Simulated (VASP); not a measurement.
# Ni (P6/mmm) in VASP: further runs

The runs below take Ni through single point, with PBE.

Program: VASP 6.6.1. These are calculated values, not measurements. Logs are shortened: lines on timing, memory, paths and dates and some standing lists are left out, and cuts for length are marked.

**1. The cell of the first run**

The structure is hexagonal, space group P6/mmm (No. 191). Conventional cell: a = 3.884 Å, b = 3.884 Å, c = 2.337 Å, α = 90.00°, β = 90.00°, γ = 120.00°. Ni (site symmetry 6/mmm) has 14 Ni at 2.34 to 2.53 Å within 3.1 Å. Ni (site symmetry -6m2) has 11 Ni at 2.24 to 2.53 Å within 3.0 Å.

This isn't the form of Ni at room conditions, which is fcc.

**2. Single point, PBE (10.18 Å³/atom)**

Input file INCAR:

```
SYSTEM = Ni
PREC = Accurate ; ENCUT = 520
EDIFF = 1E-7 ; ISMEAR = -1
SIGMA = 0.1 ; LREAL = .False.
LASPH = .True. ; NELM = 80
ALGO = Normal ; ISIF = 2
LWAVE = .False. ; LCHARG = .False.
GGA = PE ; NBANDS = 22
```

Input file KPOINTS:

```
Automatic mesh
0
Gamma
  12 12 17
  0 0 0
```

Input file POSCAR:

```
Ni
1.0
    3.8843888883      0.0000000000      0.0000000000
   -1.9421944442      3.3639794555      0.0000000000
    0.0000000000      0.0000000000      2.3368881841
Ni
3
Direct
    0.0000000000      1.0000000000      1.0000000000
    0.3333333333      0.6666666667      0.5000000000
    0.6666666667      0.3333333333      0.5000000000
```

Potentials or basis: VASP PAW PBE potentials, release 64 (Ni).

Started as:

```console
> cat potpaw_PBE.64/Ni/POTCAR > POTCAR
> mpirun -np 1 vasp_std > vasp.out
```

OUTCAR:

```text
SYSTEM = Ni
   PREC = Accurate
   ENCUT = 520
   EDIFF = 1E-7
   ISMEAR = -1
   LREAL = .False.
   LASPH = .True.
   NELM = 80
   ISIF = 2
   GGA = PE

 ion  position               nearest neighbor table
   1  0.000  0.000  0.000-   2 2.53   3 2.53   2 2.53   3 2.53   3 2.53   3 2.53   2 2.53   2 2.53
                             3 2.53   3 2.53   2 2.53   2 2.53
   2  0.333  0.667  0.500-   3 2.24   3 2.24   3 2.24   1 2.53   1 2.53   1 2.53   1 2.53   1 2.53
                             1 2.53
   3  0.667  0.333  0.500-   2 2.24   2 2.24   2 2.24   1 2.53   1 2.53   1 2.53   1 2.53   1 2.53
                             1 2.53

  LATTYP: Found a hexagonal cell.
 ALAT       =     3.8843888883
 C/A-ratio  =     0.6016102536

  Lattice vectors:

 A1 = (   3.8843888883,   0.0000000000,   0.0000000000)
 A2 = (  -1.9421944442,   3.3639794555,   0.0000000000)
 A3 = (   0.0000000000,   0.0000000000,   2.3368881841)

Analysis of symmetry for initial positions (statically):
=====================================================================
 Subroutine PRICEL returns:
 Original cell was already a primitive cell.

 Routine SETGRP: Setting up the symmetry group for a
 hexagonal supercell.

 Subroutine GETGRP returns: Found 24 space group operations
 (whereof 24 operations were pure point group operations)
 out of a pool of 24 trial point group operations.

The static configuration has the point symmetry D_6h.

Analysis of symmetry for dynamics (positions and initial velocities):
=====================================================================
 Subroutine PRICEL returns:
 Original cell was already a primitive cell.

 Routine SETGRP: Setting up the symmetry group for a
 hexagonal supercell.

 Subroutine GETGRP returns: Found 24 space group operations
 (whereof 24 operations were pure point group operations)
 out of a pool of 24 trial point group operations.

The dynamic configuration has the point symmetry D_6h.

 Subroutine INISYM returns: Found 24 space group operations
 (whereof 24 operations are pure point group operations),
 and found     1 'primitive' translations

----------------------------------------------------------------------------------------

                                     Primitive cell

  volume of cell :      30.5361

  direct lattice vectors                    reciprocal lattice vectors
     3.884388888  0.000000000  0.000000000     0.257440753  0.148633488  0.000000000
    -1.942194444  3.363979455  0.000000000     0.000000000  0.297266976  0.000000000
     0.000000000  0.000000000  2.336888184     0.000000000  0.000000000  0.427919490

  length of vectors
     3.884388888  3.884388888  2.336888184     0.297266976  0.297266976  0.427919490

  position of ions in fractional coordinates (direct lattice)
     0.000000000  0.000000000  0.000000000
     0.333333333  0.666666667  0.500000000
     0.666666667  0.333333333  0.500000000

  ion indices of the primitive-cell ions
   primitive index   ion index
                 1           1
                 2           2
                 3           3

----------------------------------------------------------------------------------------

 KPOINTS: Automatic mesh

Automatic generation of k-mesh.
 Grid dimensions read from file:
 generate k-points for:   12   12   17

 Generating k-lattice:

  Cartesian coordinates                     Fractional coordinates (reciprocal lattice)
     0.021453396  0.012386124  0.000000000     0.083333333  0.000000000  0.000000000
     0.000000000  0.024772248  0.000000000     0.000000000  0.083333333  0.000000000
     0.000000000  0.000000000  0.025171735     0.000000000  0.000000000  0.058823529

  Length of vectors
     0.024772248  0.024772248  0.025171735

  Shift w.r.t. Gamma in fractional coordinates (k-lattice)
     0.000000000  0.000000000  0.000000000

 Subroutine IBZKPT returns following result:
 ===========================================

 Found    171 irreducible k-points:

 Following reciprocal coordinates:
            Coordinates               Weight
  0.000000  0.000000  0.000000      1.000000
  0.083333  0.000000  0.000000      6.000000
  0.166667  0.000000  0.000000      6.000000
  0.250000  0.000000  0.000000      6.000000
  0.333333 -0.000000  0.000000      6.000000
  0.416667  0.000000  0.000000      6.000000
[... 16 lines left out ...]
  0.250000  0.000000  0.058824     12.000000
  0.333333 -0.000000  0.058824     12.000000
 [... further k-points ...]
   k-points           NKPTS =    171   k-points in BZ     NKDIM =    171   number of bands    NBANDS=     22
   number of dos      NEDOS =    301   number of ions     NIONS =      3
   total plane-waves  NPLWV =  16200
   dimension x,y,z NGX =    30 NGY =   30 NGZ =   18
   dimension x,y,z NGXF=    60 NGYF=   60 NGZF=   36
   ions per type =               3
   NGX,Y,Z   is equivalent  to a cutoff of  12.84, 12.84, 12.81 a.u.
   NGXF,Y,Z  is equivalent  to a cutoff of  25.68, 25.68, 25.61 a.u.
 SYSTEM =  Ni
   PREC   = accura    normal or accurate (medium, high low for compatibility)
   ISTART =      0    job   : 0-new  1-cont  2-samecut
   ICHARG =      2    charge: 1-file 2-atom 10-const
   ISPIN  =      1    spin polarized calculation?
   LNONCOLLINEAR =      F non collinear calculations
   LSORBIT =      F    spin-orbit coupling
   LASPH  =      T    aspherical Exc in radial PAW
   ENCUT  =  520.0 eV  38.22 Ry    6.18 a.u.   7.22  7.22  4.35*2*pi/ulx,y,z
   NELM   =     80;   NELMIN=  2; NELMDL= -5     # of ELM steps
   EDIFF  = 0.1E-06   stopping-criterion for ELM
   LREAL  =      F    real-space projection
   EDIFFG = 0.1E-05   stopping-criterion for IOM
   NSW    =      0    number of steps for IOM
   IBRION =     -1    ionic relax: 0-MD 1-quasi-New 2-CG
   NFREE  =      0    steps in history (QN), initial steepest desc. (CG)
   ISIF   =      2    stress and relaxation
   ISYM   =      2    0-nonsym 1-usesym 2-fastsym
   POTIM  = 0.5000    time-step for ionic-motion
   TEBEG  =    0.0;   TEEND  =   0.0 temperature during run
   PSTRESS=    0.0 pullay stress
   NELECT =      30.0000    total number of electrons
   NUPDOWN=      -1.0000    fix difference up-down
   EMIN   =  10.00;   EMAX   =-10.00  energy-range for DOS
   EFERMI =   0.00;   METHOD = LEGACY
   ISMEAR =    -1;   SIGMA  =   0.10  broadening in eV -4-tet -1-fermi 0-gaus
   EFERMI_NEDOS =   21; number of points for ismear=-14 and -15
   IALGO  =     38    algorithm
   IMIX   =      4    mixing-type and parameters
     AMIX     =   0.40;   BMIX     =  1.00
     AMIX_MAG =   1.60;   BMIX_MAG =  1.00
  volume/ion in A,a.u.               =      10.18        68.69
  Fermi-wavevector in a.u.,A,eV,Ry     =   1.627461  3.075455 36.036790  2.648629
  Thomas-Fermi vector in A             =   2.720252
   LORBIT       =      0    0 simple, 1 ext, 2 COOP (PROOUT), +10 PAW based schemes
   GGA     = PE    functional components
   LHFCALC =     F    Hartree Fock is set to
   AEXX    =    0.0000 exact exchange contribution
   IVDW    =     0    specifies the selected vdW correction
   LEPSILON=     F    determine dielectric tensor
   LRPA    =     F    only Hartree local field effects (RPA)
 non-spin polarized calculation
  energy-cutoff  :      520.00
  volume of cell :       30.54
 maximum number of plane-waves:       843
 NGX is ok and might be reduce to    30
   NGX = 15   NGY = 15   NGZ =  9

 number of electron      30.0000021 magnetization

 Free energy of the ion-electron system (eV)
  ---------------------------------------------------
  ext. energy  EPLUGINS =         0.00000000
  ---------------------------------------------------
  free energy    TOTEN  =       -15.92296756 eV

  energy without entropy =      -15.68259927  energy(sigma->0) =      -15.80278341

 E-fermi :  10.2148     XC(G=0): -13.6420

 val. band max:       10.2141612596   @ k =   0.1667   0.1667   0.0000
 cond. band min:      10.2200089963   @ k =   0.3333   0.2500   0.2353
 fundamental gap:      0.0058477367
 Fermi energy:        10.2148468433

 k-point     1 :       0.0000    0.0000    0.0000
  band No.  band energies     occupation
      1       0.8695      2.00000
      2       5.9737      2.00000
      3       7.2087      2.00000
      4       7.2087      2.00000
      5       7.2234      2.00000
      6       7.2234      2.00000
[... 14 lines left out ...]
     21      19.4271      0.00000
     22      19.5387      0.00000

 k-point     2 :       0.0833    0.0000    0.0000
  band No.  band energies     occupation
      1       0.9695      2.00000
      2       5.9806      2.00000
      3       6.9019      2.00000
      4       7.0463      2.00000
      5       7.2166      2.00000
      6       7.4816      2.00000
[... 14 lines left out ...]
     21      19.9274      0.00000
     22      20.2922      0.00000

 k-point     3 :       0.1667    0.0000    0.0000
  band No.  band energies     occupation
      1       1.2661      2.00000
      2       5.9628      2.00000
      3       6.5591      2.00000
      4       6.9656      2.00000
      5       6.9952      2.00000
      6       7.5970      2.00000
[... 14 lines left out ...]
     21      20.8997      0.00000
     22      22.2285      0.00000

 k-point     4 :       0.2500    0.0000    0.0000
  band No.  band energies     occupation
      1       1.7486      2.00000
      2       5.8064      2.00000
      3       6.2588      2.00000
      4       6.7708      2.00000
      5       6.9626      2.00000
      6       7.5580      2.00000
[... 14 lines left out ...]
     21      22.2042      0.00000
     22      24.5034      0.00000

 k-point     5 :       0.3333   -0.0000    0.0000
  band No.  band energies     occupation
      1       2.3971      2.00000
      2       5.5043      2.00000
      3       5.8049      2.00000
      4       6.7742      2.00000
      5       7.0189      2.00000
      6       7.4485      2.00000
[... 417 lines left out ...]
 k-point    22 :       0.1667    0.0000    0.0588
  band No.  band energies     occupation
      1       1.3669      2.00000
      2       6.0297      2.00000
      3       6.5727      2.00000
      4       6.9519      2.00000
      5       6.9994      2.00000
      6       7.6390      2.00000
[... 14 lines left out ...]
     21      20.9510      0.00000
     22      22.3042      0.00000

 k-point    23 :       0.2500    0.0000    0.0588
  band No.  band energies     occupation
      1       1.8467      2.00000
      2       5.8710      2.00000
      3       6.3028      2.00000
      4       6.7725      2.00000
      5       6.9556      2.00000
      6       7.6052      2.00000
[... 14 lines left out ...]
     21      22.2645      0.00000
     22      24.5874      0.00000

 k-point    24 :       0.3333   -0.0000    0.0588
  band No.  band energies     occupation
      1       2.4914      2.00000
      2       5.5716      2.00000
      3       5.8571      2.00000
      4       6.7898      2.00000
      5       7.0161      2.00000
      6       7.4959      2.00000
[... 14 lines left out ...]
     21      23.8541      0.00000
     22      26.9462      0.00000

 [... further k-points ...]

------------------------ aborting loop because EDIFF is reached ----------------------------------------

  FORCE on cell =-STRESS in cart. coord.  units (eV):
  Direction    XX          YY          ZZ          XY          YZ          ZX
  --------------------------------------------------------------------------------------
  -------------------------------------------------------------------------------------
  Total        3.7292335      3.7292335      3.5494776     -0.0000000     -0.0000000      0.0000000
  in kB      195.6663689    195.6663689    186.2348946     -0.0000000     -0.0000000      0.0000000
  external PRESSURE =     192.5225442 kB  Pullay stress =       0.0000000 kB

 VOLUME and BASIS-vectors are now :
 -----------------------------------------------------------------------------
  energy-cutoff  :      520.00
  volume of cell :       30.54
      direct lattice vectors                 reciprocal lattice vectors
     3.884388888  0.000000000  0.000000000     0.257440753  0.148633488  0.000000000
    -1.942194444  3.363979455  0.000000000     0.000000000  0.297266976  0.000000000
     0.000000000  0.000000000  2.336888184     0.000000000  0.000000000  0.427919490

 POSITION                                       TOTAL-FORCE (eV/Angst)
 -----------------------------------------------------------------------------------
      0.00000      0.00000      0.00000         0.000000      0.000000      0.000000
     -0.00000      2.24265      1.16844         0.000000     -0.000000      0.000000
      1.94219      1.12133      1.16844        -0.000000      0.000000     -0.000000
 -----------------------------------------------------------------------------------
    total drift:                               -0.000000      0.000000      0.000000

  FREE ENERGIE OF THE ION-ELECTRON SYSTEM (eV)
  ---------------------------------------------------
  free  energy   TOTEN  =       -15.9229675580 eV

  energy  without entropy=      -15.6825992709  energy(sigma->0) =      -15.80278341
```

Wall time 48 s (1 thread of AMD EPYC 9R45 (Zen 5), shared host); peak memory 0.18 GiB.

What came out:

- Free energy: -15.9230 eV
- Pressure: 19.3 GPa
- Band gap on the k mesh: zero (bands 15 and 16 overlap by 0.65 eV)

Stress tensor (GPa, compression positive):
```
19.57  0.00  0.00
 0.00 19.57  0.00
 0.00  0.00 18.62
```

Levels at points of the mesh, in eV from the Fermi level:
| k point | band 13 | band 14 | band 15 | band 16 | band 17 | band 18 | band 19 | band 20 |
| --- | --- | --- | --- | --- | --- | --- | --- | --- |
| (0.00, 0.00, 0.00) | -1.09 | -1.09 | 0.09 | 0.09 | 6.64 | 6.64 | 6.65 | 6.65 |
| (0.50, 0.00, 0.00) | -0.25 | -0.24 | -0.21 | -0.13 | 0.08 | 0.13 | 7.05 | 16.36 |

Caveat: the cell stands under pressure; the run has no spin polarisation, though such a crystal can be magnetic.

(Continued in part 2 of 2.)
